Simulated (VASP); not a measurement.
# ZnS (P6_3mc) in VASP: notebook

Runs on ZnS. Level: PBE. Tasks: single point.

Program: VASP 6.6.1. These are calculated values, not measurements. Logs are shortened: lines on timing, memory, paths and dates and some standing lists are left out, and cuts for length are marked.

### Step 1. The cell of the first run

It takes space group P6_3mc (No. 186, hexagonal). Conventional cell: a = 3.523 Å, b = 3.523 Å, c = 7.511 Å, α = 90.00°, β = 90.00°, γ = 120.00°. Zn (site symmetry 3m) has 4 S at 2.24 to 2.81 Å within 3.0 Å. Within 3.0 Å of S (site symmetry 3m) lie 4 Zn at 2.24 to 2.81 Å.

### Step 2. Single point, PBE

Input file INCAR:

```
SYSTEM = ZnS
PREC = Accurate
ENCUT = 520
EDIFF = 1E-7
ISMEAR = 0
SIGMA = 0.05
LREAL = .FALSE.
LASPH = .TRUE.
NELM = 80
ALGO = Normal
ISIF = 2
LWAVE = .FALSE.
LCHARG = .TRUE.
GGA = PE
LELF = .TRUE.
LVHAR = .TRUE.
NBANDS = 26
```

Input file KPOINTS:

```
Automatic mesh
0
G
  12 12 6
  0 0 0
```

Input file POSCAR:

```
ZnS
1.0
    3.5234726637      0.0000000000      0.0000000000
   -1.7617363318      3.0514168364      0.0000000000
    0.0000000000      0.0000000000      7.5105247829
Zn S
2 2
Direct
    0.3333333333      0.6666666667      0.0052197899
    0.6666666667      0.3333333333      0.5052197899
    0.3333333333      0.6666666667      0.3797802101
    0.6666666667      0.3333333333      0.8797802101
```

Potentials or basis: VASP PAW PBE potentials, release 64 (Zn, S).

Command:

```sh
$ cat potpaw_PBE.64/Zn/POTCAR potpaw_PBE.64/S/POTCAR > POTCAR
$ mpirun -np 1 vasp_std > vasp.out
```

OUTCAR:

```text
SYSTEM = ZnS
   PREC = Accurate
   ENCUT = 520
   EDIFF = 1E-7
   ISMEAR = 0
   LREAL = .FALSE.
   LASPH = .TRUE.
   NELM = 80
   ISIF = 2
   GGA = PE

 ion  position               nearest neighbor table
   1  0.333  0.667  0.005-   4 2.24   4 2.24   4 2.24   3 2.81
   2  0.667  0.333  0.505-   3 2.24   3 2.24   3 2.24   4 2.81
   3  0.333  0.667  0.380-   2 2.24   2 2.24   2 2.24   1 2.81
   4  0.667  0.333  0.880-   1 2.24   1 2.24   1 2.24   2 2.81

  LATTYP: Found a hexagonal cell.
 ALAT       =     3.5234726637
 C/A-ratio  =     2.1315689094

  Lattice vectors:

 A1 = (   3.5234726637,   0.0000000000,   0.0000000000)
 A2 = (  -1.7617363318,   3.0514168364,   0.0000000000)
 A3 = (   0.0000000000,   0.0000000000,   7.5105247829)

Analysis of symmetry for initial positions (statically):
=====================================================================
 Subroutine PRICEL returns:
 Original cell was already a primitive cell.

 Routine SETGRP: Setting up the symmetry group for a
 hexagonal supercell.

 Subroutine GETGRP returns: Found 12 space group operations
 (whereof  6 operations were pure point group operations)
 out of a pool of 24 trial point group operations.

The static configuration has the point symmetry C_3v.
 The point group associated with its full space group is C_6v.

Analysis of symmetry for dynamics (positions and initial velocities):
=====================================================================
 Subroutine PRICEL returns:
 Original cell was already a primitive cell.

 Routine SETGRP: Setting up the symmetry group for a
 hexagonal supercell.

 Subroutine GETGRP returns: Found 12 space group operations
 (whereof  6 operations were pure point group operations)
 out of a pool of 24 trial point group operations.

The dynamic configuration has the point symmetry C_3v.
 The point group associated with its full space group is C_6v.

 Subroutine INISYM returns: Found 12 space group operations
 (whereof  6 operations are pure point group operations),
 and found     1 'primitive' translations

----------------------------------------------------------------------------------------

                                     Primitive cell

  volume of cell :      80.7500

  direct lattice vectors                    reciprocal lattice vectors
     3.523472664  0.000000000  0.000000000     0.283810915  0.163858308  0.000000000
    -1.761736332  3.051416836  0.000000000     0.000000000  0.327716616  0.000000000
     0.000000000  0.000000000  7.510524783     0.000000000  0.000000000  0.133146488

  length of vectors
     3.523472664  3.523472664  7.510524783     0.327716616  0.327716616  0.133146488

  position of ions in fractional coordinates (direct lattice)
     0.333333333  0.666666667  0.005219790
     0.666666667  0.333333333  0.505219790
     0.333333333  0.666666667  0.379780210
     0.666666667  0.333333333  0.879780210

  ion indices of the primitive-cell ions
   primitive index   ion index
                 1           1
                 2           2
                 3           3
                 4           4

----------------------------------------------------------------------------------------

 KPOINTS: Automatic mesh

Automatic generation of k-mesh.
 Grid dimensions read from file:
 generate k-points for:   12   12    6

 Generating k-lattice:

  Cartesian coordinates                     Fractional coordinates (reciprocal lattice)
     0.023650910  0.013654859  0.000000000     0.083333333  0.000000000  0.000000000
     0.000000000  0.027309718  0.000000000     0.000000000  0.083333333  0.000000000
     0.000000000  0.000000000  0.022191081     0.000000000  0.000000000  0.166666667

  Length of vectors
     0.027309718  0.027309718  0.022191081

  Shift w.r.t. Gamma in fractional coordinates (k-lattice)
     0.000000000  0.000000000  0.000000000

 Subroutine IBZKPT returns following result:
 ===========================================

 Found     76 irreducible k-points:

 Following reciprocal coordinates:
            Coordinates               Weight
  0.000000  0.000000  0.000000      1.000000
  0.083333 -0.000000  0.000000      6.000000
  0.166667 -0.000000  0.000000      6.000000
  0.250000 -0.000000  0.000000      6.000000
  0.333333  0.000000  0.000000      6.000000
  0.416667 -0.000000  0.000000      6.000000
[... 16 lines left out ...]
  0.250000 -0.000000  0.166667     12.000000
  0.333333  0.000000  0.166667     12.000000
 [... further k-points ...]
   k-points           NKPTS =     76   k-points in BZ     NKDIM =     76   number of bands    NBANDS=     26
   number of dos      NEDOS =    301   number of ions     NIONS =      4
   total plane-waves  NPLWV =  43904
   dimension x,y,z NGX =    28 NGY =   28 NGZ =   56
   dimension x,y,z NGXF=    56 NGYF=   56 NGZF=  112
   ions per type =               2   2
   NGX,Y,Z   is equivalent  to a cutoff of  13.21, 13.21, 12.40 a.u.
   NGXF,Y,Z  is equivalent  to a cutoff of  26.42, 26.42, 24.79 a.u.
 SYSTEM =  ZnS
   PREC   = accura    normal or accurate (medium, high low for compatibility)
   ISTART =      0    job   : 0-new  1-cont  2-samecut
   ICHARG =      2    charge: 1-file 2-atom 10-const
   ISPIN  =      1    spin polarized calculation?
   LNONCOLLINEAR =      F non collinear calculations
   LSORBIT =      F    spin-orbit coupling
   LASPH  =      T    aspherical Exc in radial PAW
   ENCUT  =  520.0 eV  38.22 Ry    6.18 a.u.   6.55  6.55 13.96*2*pi/ulx,y,z
   NELM   =     80;   NELMIN=  2; NELMDL= -5     # of ELM steps
   EDIFF  = 0.1E-06   stopping-criterion for ELM
   LREAL  =      F    real-space projection
   EDIFFG = 0.1E-05   stopping-criterion for IOM
   NSW    =      0    number of steps for IOM
   IBRION =     -1    ionic relax: 0-MD 1-quasi-New 2-CG
   NFREE  =      0    steps in history (QN), initial steepest desc. (CG)
   ISIF   =      2    stress and relaxation
   ISYM   =      2    0-nonsym 1-usesym 2-fastsym
   POTIM  = 0.5000    time-step for ionic-motion
   TEBEG  =    0.0;   TEEND  =   0.0 temperature during run
   PSTRESS=    0.0 pullay stress
   NELECT =      36.0000    total number of electrons
   NUPDOWN=      -1.0000    fix difference up-down
   EMIN   =  10.00;   EMAX   =-10.00  energy-range for DOS
   EFERMI =   0.00;   METHOD = LEGACY
   ISMEAR =     0;   SIGMA  =   0.05  broadening in eV -4-tet -1-fermi 0-gaus
   EFERMI_NEDOS =   21; number of points for ismear=-14 and -15
   IALGO  =     38    algorithm
   IMIX   =      4    mixing-type and parameters
     AMIX     =   0.40;   BMIX     =  1.00
     AMIX_MAG =   1.60;   BMIX_MAG =  1.00
  volume/ion in A,a.u.               =      20.19       136.23
  Fermi-wavevector in a.u.,A,eV,Ry     =   1.250628  2.363344 21.280464  1.564070
  Thomas-Fermi vector in A             =   2.384613
   LORBIT       =      0    0 simple, 1 ext, 2 COOP (PROOUT), +10 PAW based schemes
   GGA     = PE    functional components
   LHFCALC =     F    Hartree Fock is set to
   AEXX    =    0.0000 exact exchange contribution
   IVDW    =     0    specifies the selected vdW correction
   LEPSILON=     F    determine dielectric tensor
   LRPA    =     F    only Hartree local field effects (RPA)
 non-spin polarized calculation
 Gauss-broadening in eV      SIGMA  =   0.05
  energy-cutoff  :      520.00
  volume of cell :       80.75
 maximum number of plane-waves:      2212
 NGX is ok and might be reduce to    28

 number of electron      35.9999980 magnetization

 Free energy of the ion-electron system (eV)
  ---------------------------------------------------
  ext. energy  EPLUGINS =         0.00000000
  ---------------------------------------------------
  free energy    TOTEN  =       -12.49035018 eV

  energy without entropy =      -12.49035018  energy(sigma->0) =      -12.49035018

 E-fermi :   2.7298     XC(G=0):  -9.4955

 val. band max:        2.4711232624   @ k =   0.0000   0.0000   0.0000
 cond. band min:       3.0814780996   @ k =   0.0000   0.0000   0.0000
 fundamental gap:      0.6103548372
 Fermi energy:         2.7298479478

 k-point     1 :       0.0000    0.0000    0.0000
  band No.  band energies     occupation
      1     -11.2295      2.00000
      2     -10.8353      2.00000
      3      -4.4985      2.00000
      4      -4.4985      2.00000
      5      -4.4713      2.00000
      6      -4.4713      2.00000
[... 18 lines left out ...]
     25      10.2615      0.00000
     26      10.2615      0.00000

 k-point     2 :       0.0833   -0.0000    0.0000
  band No.  band energies     occupation
      1     -11.1677      2.00000
      2     -10.7817      2.00000
      3      -4.5072      2.00000
      4      -4.4861      2.00000
      5      -4.4724      2.00000
      6      -4.4570      2.00000
[... 18 lines left out ...]
     25      10.0294      0.00000
     26      10.4978      0.00000

 k-point     3 :       0.1667   -0.0000    0.0000
  band No.  band energies     occupation
      1     -10.9910      2.00000
      2     -10.6301      2.00000
      3      -4.5284      2.00000
      4      -4.4716      2.00000
      5      -4.4539      2.00000
      6      -4.4189      2.00000
[... 18 lines left out ...]
     25      10.1576      0.00000
     26      11.1311      0.00000

 k-point     4 :       0.2500   -0.0000    0.0000
  band No.  band energies     occupation
      1     -10.7275      2.00000
      2     -10.4108      2.00000
      3      -4.5456      2.00000
      4      -4.4638      2.00000
      5      -4.4157      2.00000
      6      -4.3698      2.00000
[... 18 lines left out ...]
     25      10.7590      0.00000
     26      11.7179      0.00000
[... 496 lines left out ...]
      1     -10.9687      2.00000
      2     -10.6564      2.00000
      3      -4.5263      2.00000
      4      -4.4767      2.00000
      5      -4.4517      2.00000
      6      -4.4213      2.00000
[... 18 lines left out ...]
     25      10.2174      0.00000
     26      11.0554      0.00000

 k-point    23 :       0.2500   -0.0000    0.1667
  band No.  band energies     occupation
      1     -10.7076      2.00000
      2     -10.4336      2.00000
      3      -4.5423      2.00000
      4      -4.4709      2.00000
      5      -4.4127      2.00000
      6      -4.3729      2.00000
[... 18 lines left out ...]
     25      10.7346      0.00000
     26      11.7520      0.00000

 k-point    24 :       0.3333    0.0000    0.1667
  band No.  band energies     occupation
      1     -10.4134      2.00000
      2     -10.1949      2.00000
      3      -4.5343      2.00000
      4      -4.4581      2.00000
      5      -4.3820      2.00000
      6      -4.3306      2.00000
[... 18 lines left out ...]
     25      11.0323      0.00000
     26      12.4370      0.00000

 [... further k-points ...]
[... 5 lines left out ...]
  --------------------------------------------------------------------------------------
  -------------------------------------------------------------------------------------
  Total        7.3847038      7.3847038     -4.9621342      0.0000000     -0.0000000      0.0000000
  in kB      146.5213582    146.5213583    -98.4546778      0.0000000     -0.0000000      0.0000000
  external PRESSURE =      64.8626796 kB  Pullay stress =       0.0000000 kB

 VOLUME and BASIS-vectors are now :
 -----------------------------------------------------------------------------
  energy-cutoff  :      520.00
  volume of cell :       80.75
      direct lattice vectors                 reciprocal lattice vectors
     3.523472664  0.000000000  0.000000000     0.283810915  0.163858308  0.000000000
    -1.761736332  3.051416836  0.000000000     0.000000000  0.327716616  0.000000000
     0.000000000  0.000000000  7.510524783     0.000000000  0.000000000  0.133146488

 POSITION                                       TOTAL-FORCE (eV/Angst)
 -----------------------------------------------------------------------------------
     -0.00000      2.03428      0.03920        -0.000000      0.000000      0.385128
      1.76174      1.01714      3.79447         0.000000     -0.000000      0.385128
     -0.00000      2.03428      2.85235        -0.000000      0.000000     -0.385128
      1.76174      1.01714      6.60761        -0.000000      0.000000     -0.385128
 -----------------------------------------------------------------------------------
    total drift:                               -0.000001     -0.000001      0.001895

  FREE ENERGIE OF THE ION-ELECTRON SYSTEM (eV)
  ---------------------------------------------------
  free  energy   TOTEN  =       -12.4903501780 eV

  energy  without entropy=      -12.4903501780  energy(sigma->0) =      -12.49035018
```

It took 5.2 min on 1 thread of AMD EPYC 7R13, shared host; peak memory 0.25 GiB.

What came out:

* Free energy: -12.4904 eV
* Pressure: 6.5 GPa
* Largest force: 0.385 eV/Å
* Band gap on the k mesh: 0.61 eV, direct

Forces in eV/Å, atoms in the order of the input:
```
Zn   0.000  0.000  0.385
Zn   0.000  0.000  0.385
S    0.000  0.000 -0.385
S    0.000  0.000 -0.385
```

Levels at points of the mesh, in eV from the valence-band top:
```tsv
k point	band 15	band 16	band 17	band 18	band 19	band 20	band 21	band 22
(0.00, 0.00, 0.00)	-0.31	-0.31	0.00	0.00	0.61	4.40	5.44	6.54
(0.50, 0.00, 0.00)	-3.27	-2.11	-1.81	-1.30	2.51	4.02	4.18	4.48
(0.00, 0.00, 0.50)	-0.16	-0.16	-0.16	-0.16	3.35	3.35	5.37	5.37
(0.50, 0.00, 0.50)	-2.48	-2.48	-1.56	-1.56	2.35	2.35	4.86	4.86
```

 A k mesh can miss the band edges.

### Step 3. Single point, PBE

This run uses another cell than the first one, of the same volume but with other edges.

Input file INCAR:

```
SYSTEM = ZnS
PREC = Accurate ; ENCUT = 520
EDIFF = 1E-6 ; ISMEAR = 0
SIGMA = 0.05 ; LREAL = .FALSE.
LASPH = .TRUE. ; NELM = 60
ALGO = Normal ; ISIF = 2
LWAVE = .FALSE. ; LCHARG = .FALSE.
GGA = PE ; NBANDS = 26
```

KPOINTS is that of step 2.

Input file POSCAR:

```
ZnS
1.0
    4.0595607853      0.0000000000      0.0000000000
   -2.0297803926      3.5156827683      0.0000000000
    0.0000000000      0.0000000000      5.6578834786
Zn S
2 2
Direct
    0.3333333333      0.6666666667      0.0052197899
    0.6666666667      0.3333333333      0.5052197899
    0.3333333333      0.6666666667      0.3797802101
    0.6666666667      0.3333333333      0.8797802101
```

Potentials or basis: VASP PAW PBE potentials, release 64 (Zn, S).

Command:

```sh
$ cat potpaw_PBE.64/Zn/POTCAR potpaw_PBE.64/S/POTCAR > POTCAR
$ mpirun -np 1 vasp_std > vasp.out
```

Wall time 68 s (1 thread of Intel Xeon 6975P-C (Granite Rapids), shared host); peak memory 0.27 GiB.

The run converged. Its results:

| Quantity | Value |
| --- | --- |
| Free energy | -13.0177 eV |
| Pressure | 3.9 GPa |
| Largest force | 1.835 eV/Å |
| Band gap on the k mesh | 1.97 eV, direct |

Forces on the atoms (eV/Å):
```
Zn   0.000  0.000 -1.835
Zn   0.000  0.000 -1.835
S    0.000  0.000  1.835
S    0.000  0.000  1.835
```

Stress tensor (GPa, compression positive):
```
-5.02  0.00  0.00
 0.00 -5.02  0.00
 0.00  0.00 21.62
```

Levels at points of the mesh, in eV from the valence-band top:
| k point | band 14 | band 15 | band 16 | band 17 | band 18 | band 19 | band 20 | band 21 | band 22 | band 23 |
| --- | --- | --- | --- | --- | --- | --- | --- | --- | --- | --- |
| (0.00, 0.00, 0.00) | -1.49 | -1.49 | -0.12 | -0.12 | 0.00 | 1.97 | 2.03 | 5.69 | 5.69 | 7.59 |
| (0.50, 0.00, 0.00) | -3.55 | -3.24 | -2.64 | -1.69 | -0.62 | 2.98 | 4.31 | 5.77 | 6.49 | 7.96 |
| (0.00, 0.00, 0.50) | -2.50 | -0.83 | -0.83 | -0.83 | -0.83 | 3.09 | 3.09 | 6.14 | 6.14 | 6.14 |
| (0.50, 0.00, 0.50) | -4.69 | -1.73 | -1.73 | -1.09 | -1.09 | 3.66 | 3.66 | 5.84 | 5.84 | 8.61 |

Caveat: forces of over 1 eV/Å act on the atoms, so gaps and moduli don't describe the material at rest.

### Step 4. Single point, PBE

This run uses another cell than the first one, of the same volume but with other edges.

Input file INCAR:

```
SYSTEM = ZnS
PREC     = Accurate       ! precision mode
ENCUT    = 520            ! plane-wave cutoff, eV
EDIFF    = 1E-6           ! SCF threshold, eV
ISMEAR   = 0              ! smearing method
SIGMA    = 0.05           ! smearing width, eV
LREAL    = .False.        ! projectors in reciprocal space
LASPH    = .True.         ! aspherical terms in the spheres
NELM     = 60             ! most SCF steps
ALGO     = Normal         ! electronic algorithm
ISIF     = 2              ! what is computed and relaxed
LWAVE    = .False.        ! write WAVECAR
LCHARG   = .False.        ! write CHGCAR
GGA      = PE             ! functional
NBANDS   = 26             ! bands
```

Input file KPOINTS:

```
Automatic mesh
0
Gamma
  12 12 6
  0 0 0
```

Input file POSCAR:

```
ZnS
1.0
    3.6187474513      0.0000000000      0.0000000000
   -1.8093737256      3.1339272227      0.0000000000
    0.0000000000      0.0000000000      7.1202549766
Zn S
2 2
Direct
    0.3333333333      0.6666666667      0.0052197899
    0.6666666667      0.3333333333      0.5052197899
    0.3333333333      0.6666666667      0.3797802101
    0.6666666667      0.3333333333      0.8797802101
```

Command:

```sh
$ cat potpaw_PBE.64/Zn/POTCAR potpaw_PBE.64/S/POTCAR > POTCAR
$ mpirun -np 1 vasp_std > vasp.out
```

Wall time 72 s (1 thread of Intel Xeon 6975P-C (Granite Rapids), shared host); peak memory 0.27 GiB.

It converged, with:

* Free energy: -13.0739 eV
* Pressure: 3.4 GPa
* Largest force: 0.413 eV/Å
* Band gap on the k mesh: 1.23 eV, direct

Forces on the atoms (eV/Å):
```
Zn   0.000  0.000  0.413
Zn   0.000  0.000  0.413
S    0.000  0.000 -0.413
S    0.000  0.000 -0.413
```

Stress tensor (GPa, compression positive):
```
 9.64  0.00  0.00
 0.00  9.64  0.00
 0.00  0.00 -9.07
```

Levels at points of the mesh, in eV from the valence-band top:
```
           k point  band 14  band 15  band 16  band 17  band 18  band 19  band 20  band 21  band 22  band 23
(0.00, 0.00, 0.00)    -1.09    -0.43    -0.43     0.00     0.00     1.23     4.05     5.48     6.92     6.92
(0.50, 0.00, 0.00)    -4.73    -3.20    -1.89    -1.87    -1.17     3.14     4.08     4.44     5.25     6.77
(0.00, 0.00, 0.50)    -3.58    -0.22    -0.22    -0.22    -0.22     3.71     3.71     5.60     5.60     7.26
(0.50, 0.00, 0.50)    -5.13    -2.20    -2.20    -1.54    -1.54     2.79     2.79     4.94     4.94     8.11
```

 A k mesh can miss the band edges.

(Continued in part 2 of 2.)
